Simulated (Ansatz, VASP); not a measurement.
## One calculation of Ta, two programs

File INCAR:

```
SYSTEM = Ta
  ALGO = Normal
  EDIFF = 1E-6
  ENCUT = 520
  GGA = CA
  ISIF = 2
  ISMEAR = -1
  LASPH = .True.
  LCHARG = .True.
  LELF = .True.
  LREAL = .False.
  LVHAR = .True.
  LWAVE = .False.
  NBANDS = 12
  NELM = 100
  PREC = Accurate
  SIGMA = 0.08
```

The input KPOINTS:

```
k-points
0
Gamma
  18 18 18
  0 0 0
```

Contents of POSCAR:

```
Ta
1.0
   -1.4017700717      1.4017700717      1.4017700717
    1.4017700717     -1.4017700717      1.4017700717
    1.4017700717      1.4017700717     -1.4017700717
Ta
1
Direct
    0.0000000000      0.0000000000      0.0000000000
```

Input for Ansatz:

```yaml
crystal:
  lattice:
    - [-1.4017700717, 1.4017700717, 1.4017700717]
    - [1.4017700717, -1.4017700717, 1.4017700717]
    - [1.4017700717, 1.4017700717, -1.4017700717]
  atoms:
    - { symbol: Ta, position: [0.0, 0.0, 0.0] }
kpoints:
  mp_grid: { grid: [18, 18, 18] }
scf:
  occupations: { method: fermi_dirac, width: 0.08 }
hamiltonian:
  xc: lda
  pseudopotentials: { kind: all_electron, lapw: { basis_error: 0.001 } }
output:
  forces: true
  stress: true
  eigenvalues: true
  populations: true
```

Change from the starting cell: volume scaled by 0.64, LAPW.

Alike in both runs: task single point; functional LDA; k mesh 18 × 18 × 18; occupations fermi-dirac, width 0.08 eV; no spin polarisation.

|  | VASP | Ansatz |
| --- | --- | --- |
| version | VASP 6.6.1 | Ansatz 0.2.0 |
| potentials or method | VASP PAW LDA potentials, release 64 (Ta_pv), cutoff 520 eV | all-electron LAPW, scalar-relativistic |

|  | VASP | Ansatz | Ansatz less VASP |
| --- | --- | --- | --- |
| pressure (GPa) | 230.3 | 220.0 | -10.30 |

LDA's correlation is that of Perdew and Zunger in VASP and of Perdew and Wang (1992) in Ansatz. Both programs put the cell under a high pressure, so it lies far from rest at this level. Ansatz ran all-electron here, and VASP with PAW potentials.

Spin-orbit coupling is off throughout. Noted on VASP's run: the cell as given lies far from equilibrium.
